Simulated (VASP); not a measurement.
# Pt (Fm-3m) in VASP: further runs, part 2 of 2

VASP 6.6.1. Earlier steps stand in the parts before.

### Step 4. Relaxation of cell and atoms, PBE, target pressure 241 GPa, at which the enthalpy is minimised

Input file INCAR:

```
PREC     = Accurate       # precision mode
ENCUT    = 500            # plane-wave cutoff, eV
EDIFF    = 1E-7           # SCF threshold, eV
ISMEAR   = 0              # smearing method
SIGMA    = 0.1            # smearing width, eV
LREAL    = F              # projectors in reciprocal space
LASPH    = T              # aspherical terms in the spheres
NELM     = 120            # most SCF steps
ALGO     = Normal         # electronic algorithm
ISIF     = 3              # what is computed and relaxed
LWAVE    = F              # write WAVECAR
LCHARG   = F              # write CHGCAR
GGA      = PE             # functional
IBRION   = 2              # ionic algorithm
NSW      = 80             # ionic steps
EDIFFG   = -0.05          # ionic threshold
PSTRESS  = 2410.0       
GGA_COMPAT= F            
NELMIN   = 4
```

Input file KPOINTS:

```
Automatic mesh
0
Gamma
  10 10 10
```

Input file POSCAR:

```
Pt
1.0
    0.0000000000      1.7555491363      1.7555491363
    1.7555491363      0.0000000000      1.7555491363
    1.7555491363      1.7555491363      0.0000000000
Pt
1
Direct
    0.0000000000      0.0000000000      0.0000000000
```

Potentials or basis: VASP PAW PBE potentials, release 64 (Pt).

Started as:

```bash
$ cat potpaw_PBE.64/Pt/POTCAR > POTCAR
$ mpirun -np 1 vasp_std > vasp.out
```

OUTCAR:

```text
PREC = Accurate
   ENCUT = 500
   EDIFF = 1E-7
   ISMEAR = 0
   LREAL = F
   LASPH = T
   NELM = 120
   ISIF = 3
   GGA = PE
   IBRION = 2
   NSW = 80
   EDIFFG = -0.05
   PSTRESS = 2410.0
   NELMIN = 4

 ion  position               nearest neighbor table
   1  0.000  0.000  0.000-

  LATTYP: Found a face centered cubic cell.
 ALAT       =     3.5110982726

  Lattice vectors:

 A1 = (   0.0000000000,   1.7555491363,   1.7555491363)
 A2 = (   1.7555491363,   0.0000000000,   1.7555491363)
 A3 = (   1.7555491363,   1.7555491363,   0.0000000000)

Analysis of symmetry for initial positions (statically):
=====================================================================
 Subroutine PRICEL returns:
 Original cell was already a primitive cell.

 Routine SETGRP: Setting up the symmetry group for a
 face centered cubic supercell.

 Subroutine GETGRP returns: Found 48 space group operations
 (whereof 48 operations were pure point group operations)
 out of a pool of 48 trial point group operations.

The static configuration has the point symmetry O_h .

Analysis of symmetry for dynamics (positions and initial velocities):
=====================================================================
 Subroutine PRICEL returns:
 Original cell was already a primitive cell.

 Routine SETGRP: Setting up the symmetry group for a
 face centered cubic supercell.

 Subroutine GETGRP returns: Found 48 space group operations
 (whereof 48 operations were pure point group operations)
 out of a pool of 48 trial point group operations.

The dynamic configuration has the point symmetry O_h .

 Subroutine INISYM returns: Found 48 space group operations
 (whereof 48 operations are pure point group operations),
 and found     1 'primitive' translations

----------------------------------------------------------------------------------------

                                     Primitive cell

  volume of cell :      10.8210

  direct lattice vectors                    reciprocal lattice vectors
     0.000000000  1.755549136  1.755549136    -0.284811168  0.284811168  0.284811168
     1.755549136  0.000000000  1.755549136     0.284811168 -0.284811168  0.284811168
     1.755549136  1.755549136  0.000000000     0.284811168  0.284811168 -0.284811168

  length of vectors
     2.482721398  2.482721398  2.482721398     0.493307414  0.493307414  0.493307414

  position of ions in fractional coordinates (direct lattice)
     0.000000000  0.000000000  0.000000000

  ion indices of the primitive-cell ions
   primitive index   ion index
                 1           1

----------------------------------------------------------------------------------------

 KPOINTS: Automatic mesh

Automatic generation of k-mesh.
 Grid dimensions read from file:
 generate k-points for:   10   10   10

 Generating k-lattice:
[... 41 lines left out ...]
  0.300000  0.300000  0.000000      6.000000
  0.400000  0.300000  0.000000     24.000000
 [... further k-points ...]
   k-points           NKPTS =     47   k-points in BZ     NKDIM =     47   number of bands    NBANDS=      9
   number of dos      NEDOS =    301   number of ions     NIONS =      1
   total plane-waves  NPLWV =   5832
   dimension x,y,z NGX =    18 NGY =   18 NGZ =   18
   dimension x,y,z NGXF=    36 NGYF=   36 NGZF=   36
   ions per type =               1
   NGX,Y,Z   is equivalent  to a cutoff of  12.05, 12.05, 12.05 a.u.
   NGXF,Y,Z  is equivalent  to a cutoff of  24.11, 24.11, 24.11 a.u.
 SYSTEM =  unknown system
   PREC   = accura    normal or accurate (medium, high low for compatibility)
   ISTART =      0    job   : 0-new  1-cont  2-samecut
   ICHARG =      2    charge: 1-file 2-atom 10-const
   ISPIN  =      1    spin polarized calculation?
   LNONCOLLINEAR =      F non collinear calculations
   LSORBIT =      F    spin-orbit coupling
   LASPH  =      T    aspherical Exc in radial PAW
   ENCUT  =  500.0 eV  36.75 Ry    6.06 a.u.   4.53  4.53  4.53*2*pi/ulx,y,z
   NELM   =    120;   NELMIN=  4; NELMDL= -5     # of ELM steps
   EDIFF  = 0.1E-06   stopping-criterion for ELM
   LREAL  =      F    real-space projection
   EDIFFG = -.5E-01   stopping-criterion for IOM
   NSW    =     80    number of steps for IOM
   IBRION =      2    ionic relax: 0-MD 1-quasi-New 2-CG
   NFREE  =      1    steps in history (QN), initial steepest desc. (CG)
   ISIF   =      3    stress and relaxation
   ISYM   =      2    0-nonsym 1-usesym 2-fastsym
   POTIM  = 0.5000    time-step for ionic-motion
   TEBEG  =    0.0;   TEEND  =   0.0 temperature during run
   PSTRESS= 2410.0 pullay stress
   NELECT =      10.0000    total number of electrons
   NUPDOWN=      -1.0000    fix difference up-down
   EMIN   =  10.00;   EMAX   =-10.00  energy-range for DOS
   EFERMI =   0.00;   METHOD = LEGACY
   ISMEAR =     0;   SIGMA  =   0.10  broadening in eV -4-tet -1-fermi 0-gaus
   EFERMI_NEDOS =   21; number of points for ismear=-14 and -15
   IALGO  =     38    algorithm
   IMIX   =      4    mixing-type and parameters
     AMIX     =   0.40;   BMIX     =  1.00
     AMIX_MAG =   1.60;   BMIX_MAG =  1.00
  volume/ion in A,a.u.               =      10.82        73.02
  Fermi-wavevector in a.u.,A,eV,Ry     =   1.594600  3.013358 34.596216  2.542750
  Thomas-Fermi vector in A             =   2.692649
   LORBIT       =      0    0 simple, 1 ext, 2 COOP (PROOUT), +10 PAW based schemes
   GGA     = PE    functional components
   LHFCALC =     F    Hartree Fock is set to
   AEXX    =    0.0000 exact exchange contribution
   IVDW    =     0    specifies the selected vdW correction
   LEPSILON=     F    determine dielectric tensor
   LRPA    =     F    only Hartree local field effects (RPA)
 conjugate gradient relaxation of ions
 non-spin polarized calculation
 Gauss-broadening in eV      SIGMA  =   0.10
  energy-cutoff  :      500.00
  volume of cell :       10.82
 maximum number of plane-waves:       291
   NGX =  9   NGY =  9   NGZ =  9

--------------------------------------- Ionic step        1  -------------------------------------------

 number of electron      10.0000000 magnetization

 Free energy of the ion-electron system (eV)
  ---------------------------------------------------
  ext. energy  EPLUGINS =         0.00000000
  ---------------------------------------------------
  free energy    TOTEN  =        -3.58610508 eV

  energy without entropy =       -3.58280306  energy(sigma->0) =       -3.58445407

------------------------ aborting loop because EDIFF is reached ----------------------------------------

  FORCE on cell =-STRESS in cart. coord.  units (eV):
  Direction    XX          YY          ZZ          XY          YZ          ZX
  --------------------------------------------------------------------------------------
  -------------------------------------------------------------------------------------
  Total       16.4053066     16.4053066     16.4053066      0.0000000      0.0000000      0.0000000
  in kB     2428.9913576   2428.9913576   2428.9913576      0.0000000      0.0000000      0.0000000
  external PRESSURE =      18.9913576 kB  Pullay stress =    2410.0000000 kB
[... 61 lines left out ...]
--------------------------------------- Ionic step        3  -------------------------------------------

 number of electron      10.0000000 magnetization

 Free energy of the ion-electron system (eV)
  ---------------------------------------------------
  ext. energy  EPLUGINS =         0.00000000
  ---------------------------------------------------
  free energy    TOTEN  =        -3.61038675 eV

  energy without entropy =       -3.60708657  energy(sigma->0) =       -3.60873666

 E-fermi :  18.9825     XC(G=0): -15.5417

 val. band max:       18.9068901603   @ k =   0.4000   0.3000   0.0000
 cond. band min:      19.0429937557   @ k =   0.5000   0.5000   0.0000
 fundamental gap:      0.1361035954
 Fermi energy:        18.9825195477

 k-point     1 :       0.0000    0.0000    0.0000
  band No.  band energies     occupation
      1       4.4338      2.00000
      2      12.4935      2.00000
      3      12.4935      2.00000
      4      12.4935      2.00000
      5      16.1715      2.00000
      6      16.1715      2.00000
      7      31.7716      0.00000
      8      38.7664      0.00000
      9      38.7664      0.00000
[... 265 lines left out ...]
 k-point    24 :       0.4000    0.3000    0.0000
  band No.  band energies     occupation
      1       8.2318      2.00000
      2       8.9016      2.00000
      3      14.5647      2.00000
      4      16.5981      2.00000
      5      18.9069      1.71518
      6      19.0519      0.32659
      7      33.3834      0.00000
      8      35.6680      0.00000
      9      37.1477      0.00000

 [... further k-points ...]

------------------------ aborting loop because EDIFF is reached ----------------------------------------

  FORCE on cell =-STRESS in cart. coord.  units (eV):
  Direction    XX          YY          ZZ          XY          YZ          ZX
  --------------------------------------------------------------------------------------
  -------------------------------------------------------------------------------------
  Total       16.3010987     16.3010987     16.3010987      0.0000000      0.0000000      0.0000000
  in kB     2409.9804943   2409.9804943   2409.9804943      0.0000000      0.0000000      0.0000000
  external PRESSURE =      -0.0195057 kB  Pullay stress =    2410.0000000 kB
[... 20 lines left out ...]
  energy  without entropy=       -3.6070865673  energy(sigma->0) =       -3.60873666

  enthalpy is  TOTEN    =        12.6908438969 eV   P V=       16.3012306443

 reached required accuracy - stopping structural energy minimisation
```

Wall time 22 s (1 thread of AMD EPYC 7R13, shared host); peak memory 0.1 GiB.

Results:

| Property | Result |
| --- | --- |
| Free energy | -3.6104 eV |
| Relaxed volume | 10.84 Å³/atom |
| Relaxed cell | a = 2.484 Å, b = 2.484 Å, c = 2.484 Å, α = 60.00°, β = 60.00°, γ = 60.00° |
| Space group after relaxing (to 0.1 Å) | Fm-3m (No. 225) |
| Energy change on relaxing (the run minimises the enthalpy) | -24.3 meV/atom |
| Ionic steps | 3 |
| Pressure after relaxing | 241.0 GPa |
| Band gap on the k mesh | zero (bands 5 and 6 overlap by 3.93 eV) |

Step by step:
```csv
step,energy change (eV),largest force (eV/Å),pressure (GPa),volume (Å³)
1,0.0000,0.0000,242.90,10.82
2,-0.2917,0.0000,219.97,11.02
3,-0.0243,0.0000,241.00,10.84
```

Final structure:
```yaml
crystal:
  lattice:
    - [0.00000, 1.75642, 1.75642]
    - [1.75642, 0.00000, 1.75642]
    - [1.75642, 1.75642, 0.00000]
  atoms:
    - { symbol: Pt, position: [0.00000, 0.00000, 0.00000] }
```

Caveat: the cell is relaxed towards a set pressure, so the run minimises the enthalpy, not the energy; spin-orbit coupling is left out, which moves the levels of the heavy elements.

### Step 5. The runs side by side

| task | cell | k mesh | gap on the mesh (eV) | pressure (GPa) |
| --- | --- | --- | --- | --- |
| single point | a = 2.483 Å, angles 60.0°, 1 atom | 8 × 8 × 8 | none | 241.9 |
| single point | a = 2.483 Å, angles 60.0°, 1 atom | 10 × 10 × 10 | none | 242.9 |
| relaxation of cell and atoms | relaxed to 241 GPa from a = 2.483 Å, angles 60.0°, 1 atom | 10 × 10 × 10 | none | 241.0 |

Alike in all rows: level PBE; potentials or basis VASP PAW PBE potentials, release 64 (Pt); no spin polarisation; cutoff (eV) 500; smearing gaussian 0.1 eV.

Caveats: some runs use coarse meshes; spin-orbit coupling is left out, which moves the levels of the heavy elements; the cell stands under pressure (at least some runs); the cell is relaxed towards a set pressure, so the run minimises the enthalpy, not the energy (at least some runs).

Total energies depend on the potentials used, so only differences within one code and one set of settings carry meaning.
